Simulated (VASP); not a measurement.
# NaH (P6_3/mmc) in VASP: notebook

The runs below take NaH through single point, with PBE, HSE06, PBE-based screened hybrid.

Everything below comes from runs of VASP 6.6.1. Logs are shortened: lines on timing, memory, paths and dates and some standing lists are left out, and cuts for length are marked.

**1. The cell of the first run**

It takes space group P6_3/mmc (No. 194, hexagonal). Conventional cell: a = 3.953 Å, b = 3.953 Å, c = 4.828 Å, α = 90.00°, β = 90.00°, γ = 120.00°. Na (site symmetry -6m2) has 5 H at 2.28 to 2.41 Å within 3.0 Å. Within 3.0 Å of H (site symmetry -6m2) lie 5 Na at 2.28 to 2.41 Å.

**2. Single point, PBE**

INCAR

```
ALGO     = Normal         # electronic algorithm
EDIFF    = 1E-6           # SCF threshold, eV
ENCUT    = 520            # plane-wave cutoff, eV
GGA      = PE             # functional
ISIF     = 2              # what is computed and relaxed
ISMEAR   = 0              # smearing method
LASPH    = T              # aspherical terms in the spheres
LCHARG   = T              # write CHGCAR
LELF     = T              # ELF
LREAL    = F              # projectors in reciprocal space
LVHAR    = T            
LWAVE    = F              # write WAVECAR
NBANDS   = 16             # bands
NELM     = 100            # most SCF steps
PREC     = Accurate       # precision mode
SIGMA    = 0.01           # smearing width, eV
```

KPOINTS

```
k-points
0
Gamma
  6 6 4
```

POSCAR

```
NaH
1.0
    3.9533072863      0.0000000000      0.0000000000
   -1.9766536431      3.4236645389      0.0000000000
    0.0000000000      0.0000000000      4.8283237758
Na H
2 2
Direct
    0.3333333333      0.6666666667      0.2500000000
    0.6666666667      0.3333333333      0.7500000000
    0.6666666667      0.3333333333      0.2500000000
    0.3333333333      0.6666666667      0.7500000000
```

Potentials or basis: VASP PAW PBE potentials, release 64 (Na_pv, H).

Command:

```
$ cat potpaw_PBE.64/Na_pv/POTCAR potpaw_PBE.64/H/POTCAR > POTCAR
$ mpirun -np 1 vasp_std > vasp.out
```

OUTCAR:

```text
EDIFF = 1E-6
   ENCUT = 520
   GGA = PE
   ISIF = 2
   ISMEAR = 0
   LASPH = T
   LREAL = F
   NELM = 100
   PREC = Accurate

 ion  position               nearest neighbor table
   1  0.333  0.667  0.250-
   2  0.667  0.333  0.750-
   3  0.667  0.333  0.250-
   4  0.333  0.667  0.750-

  LATTYP: Found a hexagonal cell.
 ALAT       =     3.9533072863
 C/A-ratio  =     1.2213378385

  Lattice vectors:

 A1 = (   3.9533072863,   0.0000000000,   0.0000000000)
 A2 = (  -1.9766536431,   3.4236645389,   0.0000000000)
 A3 = (   0.0000000000,   0.0000000000,   4.8283237758)

Analysis of symmetry for initial positions (statically):
=====================================================================
 Subroutine PRICEL returns:
 Original cell was already a primitive cell.

 Routine SETGRP: Setting up the symmetry group for a
 hexagonal supercell.

 Subroutine GETGRP returns: Found 24 space group operations
 (whereof 12 operations were pure point group operations)
 out of a pool of 24 trial point group operations.

The static configuration has the point symmetry D_3d.
 The point group associated with its full space group is D_6h.

Analysis of symmetry for dynamics (positions and initial velocities):
=====================================================================
 Subroutine PRICEL returns:
 Original cell was already a primitive cell.

 Routine SETGRP: Setting up the symmetry group for a
 hexagonal supercell.

 Subroutine GETGRP returns: Found 24 space group operations
 (whereof 12 operations were pure point group operations)
 out of a pool of 24 trial point group operations.

The dynamic configuration has the point symmetry D_3d.
 The point group associated with its full space group is D_6h.

 Subroutine INISYM returns: Found 24 space group operations
 (whereof 12 operations are pure point group operations),
 and found     1 'primitive' translations

----------------------------------------------------------------------------------------

                                     Primitive cell

  volume of cell :      65.3504

[... 84 lines left out ...]
   LSORBIT =      F    spin-orbit coupling
   LASPH  =      T    aspherical Exc in radial PAW
   ENCUT  =  520.0 eV  38.22 Ry    6.18 a.u.   7.35  7.35  8.98*2*pi/ulx,y,z
   NELM   =    100;   NELMIN=  2; NELMDL= -5     # of ELM steps
   EDIFF  = 0.1E-05   stopping-criterion for ELM
   LREAL  =      F    real-space projection
   EDIFFG = 0.1E-04   stopping-criterion for IOM
   NSW    =      0    number of steps for IOM
   IBRION =     -1    ionic relax: 0-MD 1-quasi-New 2-CG
   NFREE  =      0    steps in history (QN), initial steepest desc. (CG)
   ISIF   =      2    stress and relaxation
   ISYM   =      2    0-nonsym 1-usesym 2-fastsym
   POTIM  = 0.5000    time-step for ionic-motion
   TEBEG  =    0.0;   TEEND  =   0.0 temperature during run
   PSTRESS=    0.0 pullay stress
   NELECT =      16.0000    total number of electrons
   NUPDOWN=      -1.0000    fix difference up-down
   EMIN   =  10.00;   EMAX   =-10.00  energy-range for DOS
   EFERMI =   0.00;   METHOD = LEGACY
   ISMEAR =     0;   SIGMA  =   0.01  broadening in eV -4-tet -1-fermi 0-gaus
   EFERMI_NEDOS =   21; number of points for ismear=-14 and -15
   IALGO  =     38    algorithm
   IMIX   =      4    mixing-type and parameters
     AMIX     =   0.40;   BMIX     =  1.00
     AMIX_MAG =   1.60;   BMIX_MAG =  1.00
  volume/ion in A,a.u.               =      16.34       110.25
  Fermi-wavevector in a.u.,A,eV,Ry     =   1.024154  1.935371 14.271045  1.048892
  Thomas-Fermi vector in A             =   2.157926
   LORBIT       =      0    0 simple, 1 ext, 2 COOP (PROOUT), +10 PAW based schemes
   GGA     = PE    functional components
   LHFCALC =     F    Hartree Fock is set to
   AEXX    =    0.0000 exact exchange contribution
   IVDW    =     0    specifies the selected vdW correction
   LEPSILON=     F    determine dielectric tensor
   LRPA    =     F    only Hartree local field effects (RPA)
 non-spin polarized calculation
 Gauss-broadening in eV      SIGMA  =   0.01
  energy-cutoff  :      520.00
  volume of cell :       65.35
 maximum number of plane-waves:      1794
 NGX is ok and might be reduce to    30
   NGX = 15   NGY = 15   NGZ = 17

 number of electron      16.0000017 magnetization

 Free energy of the ion-electron system (eV)
  ---------------------------------------------------
  ext. energy  EPLUGINS =         0.00000000
  ---------------------------------------------------
  free energy    TOTEN  =       -10.07301507 eV

  energy without entropy =      -10.07301507  energy(sigma->0) =      -10.07301507

 E-fermi :  -1.3340     XC(G=0):  -7.1038

 val. band max:       -1.4232230434   @ k =   0.1667   0.0000   0.0000
 cond. band min:       1.9053453280   @ k =   0.3333   0.3333   0.0000
 fundamental gap:      3.3285683715
 Fermi energy:        -1.3340323766

 k-point     1 :       0.0000    0.0000    0.0000
  band No.  band energies     occupation
      1     -23.7228      2.00000
      2     -23.6842      2.00000
      3     -23.6842      2.00000
      4     -23.6560      2.00000
      5     -23.6560      2.00000
      6     -23.6362      2.00000
[... 376 lines left out ...]
      3     -23.6813      2.00000
      4     -23.6813      2.00000
      5     -23.6441      2.00000
      6     -23.6441      2.00000
[... 8 lines left out ...]
     15      13.1662      0.00000
     16      13.1662      0.00000

------------------------ aborting loop because EDIFF is reached ----------------------------------------

  FORCE on cell =-STRESS in cart. coord.  units (eV):
  Direction    XX          YY          ZZ          XY          YZ          ZX
  --------------------------------------------------------------------------------------
  -------------------------------------------------------------------------------------
  Total        0.1257990      0.1257990      0.1701097      0.0000000      0.0000000      0.0000000
  in kB        3.0841788      3.0841788      4.1705318      0.0000000      0.0000000      0.0000000
  external PRESSURE =       3.4462965 kB  Pullay stress =       0.0000000 kB

 VOLUME and BASIS-vectors are now :
 -----------------------------------------------------------------------------
  energy-cutoff  :      520.00
  volume of cell :       65.35
      direct lattice vectors                 reciprocal lattice vectors
     3.953307286  0.000000000  0.000000000     0.252952763  0.146042346  0.000000000
    -1.976653643  3.423664539  0.000000000     0.000000000  0.292084691  0.000000000
     0.000000000  0.000000000  4.828323776     0.000000000  0.000000000  0.207111214

 POSITION                                       TOTAL-FORCE (eV/Angst)
 -----------------------------------------------------------------------------------
     -0.00000      2.28244      1.20708        -0.000000      0.000000      0.000000
      1.97665      1.14122      3.62124         0.000000     -0.000000      0.000000
      1.97665      1.14122      1.20708        -0.000000     -0.000000      0.000000
     -0.00000      2.28244      3.62124        -0.000000      0.000000      0.000000
 -----------------------------------------------------------------------------------
    total drift:                                0.000000     -0.000000      0.000000

  FREE ENERGIE OF THE ION-ELECTRON SYSTEM (eV)
  ---------------------------------------------------
  free  energy   TOTEN  =       -10.0730150666 eV

  energy  without entropy=      -10.0730150666  energy(sigma->0) =      -10.07301507
```

stdout:

```text
POSCAR found type information on POSCAR NaH
 POSCAR found :  2 types and       4 ions
 scaLAPACK will be used
 LDA part: xc-table for (Slater+PW92), standard interpolation
 POSCAR, INCAR and KPOINTS ok, starting setup
 FFT: planning ... GRIDC
 FFT: planning ... GRID_SOFT
 FFT: planning ... GRID
 WAVECAR not read
 entering main loop
```

It took 8.7 s on 1 thread of Intel Xeon 6975P-C (Granite Rapids), shared host; peak memory 0.17 GiB.

Results:

```yaml
Free_energy: -10.0730 eV
Pressure: 0.3 GPa
Band_gap_on_the_k_mesh: 3.33 eV, indirect (least direct gap 4.24 eV)
```

A k mesh can miss the band edges. Expect the measured gap to be larger: semilocal functionals such as PBE lack the derivative discontinuity.

**3. Single point, PBE**

INCAR

```
SYSTEM = NaH
  PREC = Accurate
  ENCUT = 520
  EDIFF = 1E-6
  ISMEAR = 0
  SIGMA = 0.01
  LREAL = .False.
  LASPH = .True.
  NELM = 60
  ALGO = Normal
  ISIF = 2
  LWAVE = .False.
  LCHARG = .False.
  GGA = PE
  NBANDS = 16
```

KPOINTS

```
Automatic mesh
0
Gamma
  6 6 4
  0 0 0
```

POSCAR is that of step 2.

Potentials or basis: VASP PAW PBE potentials, release 64 (Na_pv, H).

Command:

```
$ cat potpaw_PBE.64/Na_pv/POTCAR potpaw_PBE.64/H/POTCAR > POTCAR
$ mpirun -np 1 vasp_std > vasp.out
```

Run time: 8.2 s. Hardware: 1 thread of Intel Xeon 6975P-C (Granite Rapids), shared host; peak memory 0.17 GiB.

It converged, with:

| Property | Result |
| --- | --- |
| Free energy | -10.0730 eV |
| Pressure | 0.3 GPa |
| Band gap on the k mesh | 3.33 eV, indirect (least direct gap 4.24 eV) |

Stress tensor (GPa, compression positive):
```
0.31 0.00 0.00
0.00 0.31 0.00
0.00 0.00 0.42
```

Levels at points of the mesh, in eV from the valence-band top:
| k point | band 4 | band 5 | band 6 | band 7 | band 8 | band 9 | band 10 | band 11 | band 12 | band 13 |
| --- | --- | --- | --- | --- | --- | --- | --- | --- | --- | --- |
| (0.00, 0.00, 0.00) | -22.23 | -22.23 | -22.21 | -3.34 | -0.02 | 4.91 | 7.97 | 10.30 | 10.30 | 10.65 |
| (0.50, 0.00, 0.00) | -22.25 | -22.24 | -22.23 | -1.51 | -0.61 | 3.87 | 7.55 | 7.61 | 7.84 | 7.93 |
| (0.00, 0.00, 0.50) | -22.25 | -22.25 | -22.25 | -2.02 | -2.02 | 6.94 | 6.94 | 11.07 | 11.07 | 11.07 |
| (0.50, 0.00, 0.50) | -22.25 | -22.22 | -22.22 | -0.82 | -0.82 | 3.96 | 3.96 | 8.52 | 8.52 | 9.20 |

**4. Single point, HSE06**

POSCAR is that of step 3.

INCAR.step1

```
SYSTEM = NaH
PREC     = Accurate       ! precision mode
ENCUT    = 520            ! plane-wave cutoff, eV
EDIFF    = 1E-5           ! SCF threshold, eV
ISMEAR   = 0              ! smearing method
SIGMA    = 0.01           ! smearing width, eV
LREAL    = .FALSE.        ! projectors in reciprocal space
LASPH    = .TRUE.         ! aspherical terms in the spheres
NELM     = 80             ! most SCF steps
ALGO     = Normal         ! electronic algorithm
ISIF     = 2              ! what is computed and relaxed
LWAVE    = .TRUE.         ! write WAVECAR
LCHARG   = .FALSE.        ! write CHGCAR
NBANDS   = 16             ! bands
GGA      = PE             ! functional
```

INCAR.step2

```
SYSTEM = NaH
PREC     = Accurate       ! precision mode
ENCUT    = 520            ! plane-wave cutoff, eV
EDIFF    = 1E-6           ! SCF threshold, eV
ISMEAR   = 0              ! smearing method
SIGMA    = 0.01           ! smearing width, eV
LREAL    = .FALSE.        ! projectors in reciprocal space
LASPH    = .TRUE.         ! aspherical terms in the spheres
NELM     = 80             ! most SCF steps
ALGO     = Normal         ! electronic algorithm
ISIF     = 2              ! what is computed and relaxed
LWAVE    = .FALSE.        ! write WAVECAR
LCHARG   = .FALSE.        ! write CHGCAR
GGA      = PE             ! functional
LHFCALC  = .TRUE.         ! exact exchange
HFSCREEN = 0.2079         ! screening, 1/A
PRECFOCK = Normal       
NBANDS   = 16             ! bands
ISTART   = 1
```

KPOINTS

```
regular mesh
0
G
  6 6 2
  0 0 0
```

Potentials or basis: VASP PAW PBE potentials, release 64 (Na_pv, H).

Command:

```
$ cat potpaw_PBE.64/Na_pv/POTCAR potpaw_PBE.64/H/POTCAR > POTCAR
$ cp INCAR.step1 INCAR
$ mpirun -np 1 vasp_std > vasp.out
$ cp INCAR.step2 INCAR
$ mpirun -np 1 vasp_std > vasp.out
```

OUTCAR:

```text
SYSTEM = NaH
   PREC = Accurate
   ENCUT = 520
   EDIFF = 1E-6
   ISMEAR = 0
   LREAL = .FALSE.
   LASPH = .TRUE.
   NELM = 80
   ISIF = 2
   GGA = PE
   LHFCALC = .TRUE.
   HFSCREEN = 0.2079
   PRECFOCK = Normal
   ISTART = 1

 ion  position               nearest neighbor table
   1  0.333  0.667  0.250-
   2  0.667  0.333  0.750-
   3  0.667  0.333  0.250-
   4  0.333  0.667  0.750-

  LATTYP: Found a hexagonal cell.
[... 461 lines left out ...]

  FORCE on cell =-STRESS in cart. coord.  units (eV):
  Direction    XX          YY          ZZ          XY          YZ          ZX
  --------------------------------------------------------------------------------------
  -------------------------------------------------------------------------------------
  Total        0.0637823      0.0637823     -0.0101456      0.0000000     -0.0000000     -0.0000000
  in kB        1.5637319      1.5637319     -0.2487374      0.0000000     -0.0000000     -0.0000000
  external PRESSURE =       0.9595755 kB  Pullay stress =       0.0000000 kB

 VOLUME and BASIS-vectors are now :
 -----------------------------------------------------------------------------
  energy-cutoff  :      520.00
  volume of cell :       65.35
      direct lattice vectors                 reciprocal lattice vectors
     3.953307286  0.000000000  0.000000000     0.252952763  0.146042346  0.000000000
    -1.976653643  3.423664539  0.000000000     0.000000000  0.292084691  0.000000000
     0.000000000  0.000000000  4.828323776     0.000000000  0.000000000  0.207111214

 POSITION                                       TOTAL-FORCE (eV/Angst)
 -----------------------------------------------------------------------------------
     -0.00000      2.28244      1.20708        -0.000000     -0.000000     -0.000000
      1.97665      1.14122      3.62124        -0.000000      0.000000      0.000000
      1.97665      1.14122      1.20708         0.000000     -0.000000      0.000000
     -0.00000      2.28244      3.62124         0.000000      0.000000     -0.000000
 -----------------------------------------------------------------------------------
    total drift:                               -0.000000      0.000000     -0.000000

  FREE ENERGIE OF THE ION-ELECTRON SYSTEM (eV)
  ---------------------------------------------------
  free  energy   TOTEN  =       -11.4166081536 eV

  energy  without entropy=      -11.4166081536  energy(sigma->0) =      -11.41660815
```

Run time: 4.6 min. Hardware: 1 thread of Intel Xeon 6975P-C (Granite Rapids), shared host; peak memory 0.28 GiB.

What came out:

```
Free energy            : -11.4166 eV
Pressure               : 0.1 GPa
Band gap on the k mesh : 4.26 eV, indirect (least direct gap 5.25 eV)
```

Caveat: the k points lie up to 0.65 Å⁻¹ apart; the PAW data sets were made with another functional, which shifts forces and pressure a little. A k mesh can miss the band edges.

**5. Single point, PBE-based screened hybrid**

POSCAR is that of step 4.

INCAR.step1

```
SYSTEM = NaH
ALGO = Normal ; EDIFF = 1E-5
ENCUT = 520 ; GGA = PE
ISIF = 2 ; ISMEAR = 0
LASPH = .True. ; LCHARG = .False.
LREAL = .False. ; LWAVE = .True.
NBANDS = 16 ; NELM = 100
PREC = Accurate ; SIGMA = 0.01
```

INCAR.step2

```
SYSTEM = NaH
AEXX = 0.05 ; ALGO = Normal
EDIFF = 1E-6 ; ENCUT = 520
GGA = PE ; HFSCREEN = 0.2078
ISIF = 2 ; ISMEAR = 0
ISTART = 1 ; LASPH = .True.
LCHARG = .False. ; LHFCALC = .True.
LREAL = .False. ; LWAVE = .False.
NBANDS = 16 ; NELM = 100
PREC = Accurate ; PRECFOCK = Normal
SIGMA = 0.01
```

KPOINTS

```
k-points
0
Gamma
  6 6 2
  0 0 0
```

Command:

```
$ cat potpaw_PBE.64/Na_pv/POTCAR potpaw_PBE.64/H/POTCAR > POTCAR
$ cp INCAR.step1 INCAR
$ mpirun -np 1 vasp_std > vasp.out
$ cp INCAR.step2 INCAR
$ mpirun -np 1 vasp_std > vasp.out
```

Wall time 2.7 min (1 thread of Intel Xeon 6975P-C (Granite Rapids), shared host); peak memory 0.28 GiB.

Results (log left out):

```yaml
Free_energy: -10.3363 eV
Pressure: 0.4 GPa
Band_gap_on_the_k_mesh: 3.51 eV, indirect (least direct gap 4.44 eV)
```

Levels at points of the mesh, in eV from the valence-band top:
| k point | band 4 | band 5 | band 6 | band 7 | band 8 | band 9 | band 10 | band 11 | band 12 | band 13 |
| --- | --- | --- | --- | --- | --- | --- | --- | --- | --- | --- |
| (0.00, 0.00, 0.00) | -22.70 | -22.70 | -22.68 | -3.40 | -0.02 | 5.12 | 8.21 | 10.55 | 10.55 | 10.90 |
| (0.50, 0.00, 0.00) | -22.72 | -22.70 | -22.69 | -1.54 | -0.62 | 4.06 | 7.78 | 7.85 | 8.08 | 8.15 |
| (0.00, 0.00, 0.50) | -22.71 | -22.71 | -22.71 | -2.05 | -2.05 | 7.18 | 7.18 | 11.33 | 11.33 | 11.33 |
| (0.50, 0.00, 0.50) | -22.71 | -22.69 | -22.69 | -0.84 | -0.84 | 4.16 | 4.16 | 8.76 | 8.76 | 9.44 |

Caveat: the k points lie up to 0.65 Å⁻¹ apart; the PAW data sets were made with another functional, which shifts forces and pressure a little. A k mesh can miss the band edges.

**6. Overview**

```tsv
level	k mesh	grid for exact exchange (PRECFOCK)	screening parameter	share of exact exchange	gap on the mesh (eV)	pressure (GPa)
PBE	6 × 6 × 4	-	-	-	3.33	0.3
HSE06	6 × 6 × 2	Normal	0.2079 1/Å	-	4.26	0.1
PBE-based screened hybrid	6 × 6 × 2	Normal	0.2078 1/Å	0.05	3.51	0.4
```

Alike in all rows: task single point; potentials or basis VASP PAW PBE potentials, release 64 (Na_pv, H); no spin polarisation; cell as given; cutoff (eV) 520; smearing gaussian 0.01 eV.

Caveats: some runs use coarse meshes; the PAW data sets were made with another functional, which shifts forces and pressure a little (some runs).

Total energies depend on the potentials used, so only differences within one code and one set of settings carry meaning.
